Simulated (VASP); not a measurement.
# Pt (Fm-3m) in VASP: single point with r2SCAN+rVV10

Aim: the single point of Pt with r2SCAN+rVV10.

Program: VASP 6.6.1. These are calculated values, not measurements. Logs are shortened: lines on timing, memory, paths and dates and some standing lists are left out, and cuts for length are marked.

## 1. The cell of the first run

Symmetry: Fm-3m, No. 225, cubic system. The conventional cell has a = 3.925 Å, b = 3.925 Å, c = 3.925 Å, α = 90.00°, β = 90.00°, γ = 90.00°. Within 3.7 Å of Pt (site symmetry m-3m) lie 12 Pt at 2.78 Å.

## 2. Single point, r2SCAN+rVV10

Input file POSCAR:

```
Pt
1.0
    0.0000000000      1.9623920488      1.9623920488
    1.9623920488      0.0000000000      1.9623920488
    1.9623920488      1.9623920488      0.0000000000
Pt
1
Direct
    0.0000000000      0.0000000000      0.0000000000
```

Input file INCAR.step1:

```
ALGO = Normal
EDIFF = 1E-5
ENCUT = 550
GGA = PE
GGA_COMPAT = False
ISMEAR = 0
LASPH = True
LCHARG = False
LREAL = False
LWAVE = True
NBANDS = 11
NELM = 120
PREC = Accurate
SIGMA = 0.1
```

Input file INCAR.step2:

```
ALGO = Normal
BPARAM = 11.95
CPARAM = 0.0093
EDIFF = 1E-6
ENCUT = 550
GGA_COMPAT = False
ISIF = 2
ISMEAR = 0
ISTART = 1
IVDW_NL = 2
LASPH = True
LCHARG = False
LMIXTAU = True
LREAL = False
LUSE_VDW = True
LWAVE = False
METAGGA = R2SCAN
NBANDS = 11
NELM = 120
PREC = Accurate
SIGMA = 0.1
```

Input file KPOINTS:

```
k-points
0
Gamma
  18 18 18
```

Potentials or basis: VASP PAW PBE potentials, release 64 (Pt).

Run with:

```bash
$ cat potpaw_PBE.64/Pt/POTCAR > POTCAR
$ cp INCAR.step1 INCAR
$ mpirun -np 1 vasp_std > vasp.out
$ cp INCAR.step2 INCAR
$ mpirun -np 1 vasp_std > vasp.out
```

OUTCAR:

```text
BPARAM = 11.95
   EDIFF = 1E-6
   ENCUT = 550
   ISIF = 2
   ISMEAR = 0
   ISTART = 1
   IVDW_NL = 2
   LASPH = True
   LREAL = False
   METAGGA = R2SCAN
   NELM = 120
   PREC = Accurate

 ion  position               nearest neighbor table
   1  0.000  0.000  0.000-

  LATTYP: Found a face centered cubic cell.
 ALAT       =     3.9247840976

  Lattice vectors:

 A1 = (   0.0000000000,   1.9623920488,   1.9623920488)
 A2 = (   1.9623920488,   0.0000000000,   1.9623920488)
 A3 = (   1.9623920488,   1.9623920488,   0.0000000000)

Analysis of symmetry for initial positions (statically):
=====================================================================
 Subroutine PRICEL returns:
 Original cell was already a primitive cell.

 Routine SETGRP: Setting up the symmetry group for a
 face centered cubic supercell.

 Subroutine GETGRP returns: Found 48 space group operations
 (whereof 48 operations were pure point group operations)
 out of a pool of 48 trial point group operations.

The static configuration has the point symmetry O_h .

Analysis of symmetry for dynamics (positions and initial velocities):
=====================================================================
 Subroutine PRICEL returns:
 Original cell was already a primitive cell.

 Routine SETGRP: Setting up the symmetry group for a
 face centered cubic supercell.

 Subroutine GETGRP returns: Found 48 space group operations
 (whereof 48 operations were pure point group operations)
 out of a pool of 48 trial point group operations.

The dynamic configuration has the point symmetry O_h .

 Subroutine INISYM returns: Found 48 space group operations
 (whereof 48 operations are pure point group operations),
 and found     1 'primitive' translations

----------------------------------------------------------------------------------------

                                     Primitive cell

  volume of cell :      15.1143

  direct lattice vectors                    reciprocal lattice vectors
     0.000000000  1.962392049  1.962392049    -0.254791085  0.254791085  0.254791085
     1.962392049  0.000000000  1.962392049     0.254791085 -0.254791085  0.254791085
     1.962392049  1.962392049  0.000000000     0.254791085  0.254791085 -0.254791085

  length of vectors
     2.775241450  2.775241450  2.775241450     0.441311105  0.441311105  0.441311105

  position of ions in fractional coordinates (direct lattice)
     0.000000000  0.000000000  0.000000000

  ion indices of the primitive-cell ions
   primitive index   ion index
                 1           1

----------------------------------------------------------------------------------------

 KPOINTS: k-points

Automatic generation of k-mesh.
 Grid dimensions read from file:
 generate k-points for:   18   18   18

 Generating k-lattice:

  Cartesian coordinates                     Fractional coordinates (reciprocal lattice)
    -0.014155060  0.014155060  0.014155060     0.055555556  0.000000000  0.000000000
     0.014155060 -0.014155060  0.014155060     0.000000000  0.055555556  0.000000000
     0.014155060  0.014155060 -0.014155060     0.000000000  0.000000000  0.055555556

  Length of vectors
     0.024517284  0.024517284  0.024517284

  Shift w.r.t. Gamma in fractional coordinates (k-lattice)
     0.000000000  0.000000000  0.000000000

 Subroutine IBZKPT returns following result:
 ===========================================

 Found    195 irreducible k-points:

 Following reciprocal coordinates:
            Coordinates               Weight
  0.000000  0.000000  0.000000      1.000000
  0.055556  0.000000  0.000000      8.000000
  0.111111  0.000000  0.000000      8.000000
  0.166667  0.000000  0.000000      8.000000
  0.222222  0.000000  0.000000      8.000000
  0.277778  0.000000  0.000000      8.000000
[... 16 lines left out ...]
 -0.277778  0.055556  0.000000     24.000000
 -0.222222  0.055556  0.000000     24.000000
 [... further k-points ...]
   k-points           NKPTS =    195   k-points in BZ     NKDIM =    195   number of bands    NBANDS=     11
   number of dos      NEDOS =    301   number of ions     NIONS =      1
   total plane-waves  NPLWV =  13824
   dimension x,y,z NGX =    24 NGY =   24 NGZ =   24
   dimension x,y,z NGXF=    48 NGYF=   48 NGZF=   48
   ions per type =               1
   NGX,Y,Z   is equivalent  to a cutoff of  14.38, 14.38, 14.38 a.u.
   NGXF,Y,Z  is equivalent  to a cutoff of  28.75, 28.75, 28.75 a.u.
 SYSTEM =  unknown system
   PREC   = accura    normal or accurate (medium, high low for compatibility)
   ISTART =      1    job   : 0-new  1-cont  2-samecut
   ICHARG =      0    charge: 1-file 2-atom 10-const
   ISPIN  =      1    spin polarized calculation?
   LNONCOLLINEAR =      F non collinear calculations
   LSORBIT =      F    spin-orbit coupling
   LASPH  =      T    aspherical Exc in radial PAW
   ENCUT  =  550.0 eV  40.42 Ry    6.36 a.u.   5.31  5.31  5.31*2*pi/ulx,y,z
   NELM   =    120;   NELMIN=  2; NELMDL=  0     # of ELM steps
   EDIFF  = 0.1E-05   stopping-criterion for ELM
   LREAL  =      F    real-space projection
   EDIFFG = 0.1E-04   stopping-criterion for IOM
   NSW    =      0    number of steps for IOM
   IBRION =     -1    ionic relax: 0-MD 1-quasi-New 2-CG
   NFREE  =      0    steps in history (QN), initial steepest desc. (CG)
   ISIF   =      2    stress and relaxation
   ISYM   =      2    0-nonsym 1-usesym 2-fastsym
   POTIM  = 0.5000    time-step for ionic-motion
   TEBEG  =    0.0;   TEEND  =   0.0 temperature during run
   PSTRESS=    0.0 pullay stress
   NELECT =      10.0000    total number of electrons
   NUPDOWN=      -1.0000    fix difference up-down
   EMIN   =  10.00;   EMAX   =-10.00  energy-range for DOS
   EFERMI =   0.00;   METHOD = LEGACY
   ISMEAR =     0;   SIGMA  =   0.10  broadening in eV -4-tet -1-fermi 0-gaus
   EFERMI_NEDOS =   21; number of points for ismear=-14 and -15
   IALGO  =     38    algorithm
   IMIX   =      4    mixing-type and parameters
     AMIX     =   0.40;   BMIX     =  1.00
     AMIX_MAG =   1.60;   BMIX_MAG =  1.00
  volume/ion in A,a.u.               =      15.11       102.00
  Fermi-wavevector in a.u.,A,eV,Ry     =   1.426524  2.695739 27.687454  2.034970
  Thomas-Fermi vector in A             =   2.546792
   LORBIT       =      0    0 simple, 1 ext, 2 COOP (PROOUT), +10 PAW based schemes
   METAGGA = R2SCAN    functional components
   LHFCALC =     F    Hartree Fock is set to
   AEXX    =    0.0000 exact exchange contribution
   IVDW_NL    =     2    kernel type
   BPARAM     =11.9500
   IVDW    =     0    specifies the selected vdW correction
   LEPSILON=     F    determine dielectric tensor
   LRPA    =     F    only Hartree local field effects (RPA)
 non-spin polarized calculation
 Gauss-broadening in eV      SIGMA  =   0.10
  energy-cutoff  :      550.00
  volume of cell :       15.11
 maximum number of plane-waves:       459
 NGX is ok and might be reduce to    24
   NGX = 11   NGY = 11   NGZ = 11

 number of electron      10.0000000 magnetization

 Free energy of the ion-electron system (eV)
  ---------------------------------------------------
  ext. energy  EPLUGINS =         0.00000000
  ---------------------------------------------------
  free energy    TOTEN  =       -51.34818222 eV

  energy without entropy =      -51.33800909  energy(sigma->0) =      -51.34309566

 E-fermi :  10.9723     XC(G=0): -14.6454

 val. band max:       10.9541329801   @ k =  -0.4444   0.2778   0.0000
 cond. band min:      10.9723633272   @ k =   0.4444   0.1111   0.0000
 fundamental gap:      0.0182303471
 Fermi energy:        10.9722669587

 k-point     1 :       0.0000    0.0000    0.0000
  band No.  band energies     occupation
      1       0.4727      2.00000
      2       7.0634      2.00000
      3       7.0634      2.00000
      4       7.0634      2.00000
      5       9.2250      2.00000
      6       9.2250      2.00000
      7      26.4346      0.00000
      8      31.5910      0.00000
      9      31.5910      0.00000
     10      31.5910      0.00000
     11      37.4448      0.00000

 k-point     2 :       0.0556    0.0000    0.0000
  band No.  band energies     occupation
      1       0.6022      2.00000
      2       7.0055      2.00000
      3       7.1152      2.00000
      4       7.1152      2.00000
      5       9.1964      2.00000
      6       9.1964      2.00000
      7      26.6343      0.00000
      8      30.9197      0.00000
      9      31.7869      0.00000
     10      31.7869      0.00000
     11      38.1764      0.00000

 k-point     3 :       0.1111    0.0000    0.0000
  band No.  band energies     occupation
      1       0.9788      2.00000
      2       6.8571      2.00000
      3       7.2501      2.00000
      4       7.2501      2.00000
      5       9.1361      2.00000
      6       9.1361      2.00000
      7      27.1760      0.00000
      8      29.4823      0.00000
      9      32.3559      0.00000
     10      32.3559      0.00000
     11      38.8223      0.00000

 k-point     4 :       0.1667    0.0000    0.0000
  band No.  band energies     occupation
      1       1.5602      2.00000
      2       6.6934      2.00000
      3       7.3991      2.00000
      4       7.3991      2.00000
      5       9.1252      2.00000
      6       9.1252      2.00000
      7      27.7195      0.00000
      8      27.9517      0.00000
      9      33.2372      0.00000
     10      33.2372      0.00000
     11      37.1133      0.00000

 k-point     5 :       0.2222    0.0000    0.0000
  band No.  band energies     occupation
      1       2.2514      2.00000
      2       6.6447      2.00000
      3       7.4564      2.00000
      4       7.4564      2.00000
      5       9.2785      2.00000
      6       9.2785      2.00000
      7      25.9839      0.00000
      8      28.2788      0.00000
      9      34.2708      0.00000
     10      34.2708      0.00000
     11      35.8224      0.00000
[... 211 lines left out ...]
 k-point    21 :      -0.3889    0.0556    0.0000
  band No.  band energies     occupation
      1       3.5083      2.00000
      2       7.0004      2.00000
      3       7.1241      2.00000
      4       8.8389      2.00000
      5      10.4768      2.00000
      6      11.3033      0.00000
      7      19.0573      0.00000
      8      26.6260      0.00000
      9      30.7763      0.00000
     10      32.1226      0.00000
     11      38.6692      0.00000

 k-point    22 :      -0.3333    0.0556    0.0000
  band No.  band energies     occupation
      1       3.4318      2.00000
      2       7.1388      2.00000
      3       7.2514      2.00000
      4       7.7884      2.00000
      5       9.9818      2.00000
      6      10.7559      1.99779
      7      21.1573      0.00000
      8      27.1841      0.00000
      9      31.5382      0.00000
     10      33.6020      0.00000
     11      36.9613      0.00000

 k-point    23 :      -0.2778    0.0556    0.0000
  band No.  band energies     occupation
      1       3.1485      2.00000
      2       6.9248      2.00000
      3       7.3392      2.00000
      4       7.4068      2.00000
      5       9.4651      2.00000
      6      10.2222      2.00000
      7      23.3518      0.00000
      8      27.8875      0.00000
      9      32.4818      0.00000
     10      35.3297      0.00000
     11      35.4642      0.00000

 k-point    24 :      -0.2222    0.0556    0.0000
  band No.  band energies     occupation
      1       2.5879      2.00000
      2       6.5688      2.00000
      3       7.4555      2.00000
      4       7.5237      2.00000
      5       9.0502      2.00000
      6       9.7545      2.00000
      7      25.4176      0.00000
      8      28.3828      0.00000
      9      33.0118      0.00000
     10      34.5955      0.00000
     11      35.8141      0.00000

 [... further k-points ...]

------------------------ aborting loop because EDIFF is reached ----------------------------------------

  FORCE on cell =-STRESS in cart. coord.  units (eV):
  Direction    XX          YY          ZZ          XY          YZ          ZX
  --------------------------------------------------------------------------------------
  -------------------------------------------------------------------------------------
  Total        0.2008192      0.2008192      0.2008192     -0.0000000     -0.0000000      0.0000000
  in kB       21.2876846     21.2876846     21.2876846     -0.0000000     -0.0000000      0.0000000
  external PRESSURE =      21.2876846 kB  Pullay stress =       0.0000000 kB

 VOLUME and BASIS-vectors are now :
 -----------------------------------------------------------------------------
  energy-cutoff  :      550.00
  volume of cell :       15.11
      direct lattice vectors                 reciprocal lattice vectors
     0.000000000  1.962392049  1.962392049    -0.254791085  0.254791085  0.254791085
     1.962392049  0.000000000  1.962392049     0.254791085 -0.254791085  0.254791085
     1.962392049  1.962392049  0.000000000     0.254791085  0.254791085 -0.254791085

 POSITION                                       TOTAL-FORCE (eV/Angst)
 -----------------------------------------------------------------------------------
      0.00000      0.00000      0.00000         0.000000      0.000000      0.000000
 -----------------------------------------------------------------------------------
    total drift:                               -0.000000      0.000000     -0.000000

  FREE ENERGIE OF THE ION-ELECTRON SYSTEM (eV)
  ---------------------------------------------------
  free  energy   TOTEN  =       -51.3481822238 eV

  energy  without entropy=      -51.3380090924  energy(sigma->0) =      -51.34309566
```

It took 2.7 min on 1 thread of AMD EPYC 7R43 (Zen 3), shared host; peak memory 0.2 GiB.

Results:

```yaml
Free_energy: -51.3482 eV
Pressure: 2.1 GPa
Band_gap_on_the_k_mesh: zero (band 5 reaches 11.50 eV, above the bottom of band 6 at 9.13 eV)
```

Caveat: the PAW data sets were made with another functional, which shifts forces and pressure a little; spin-orbit coupling is left out, which moves the levels of the heavy elements.
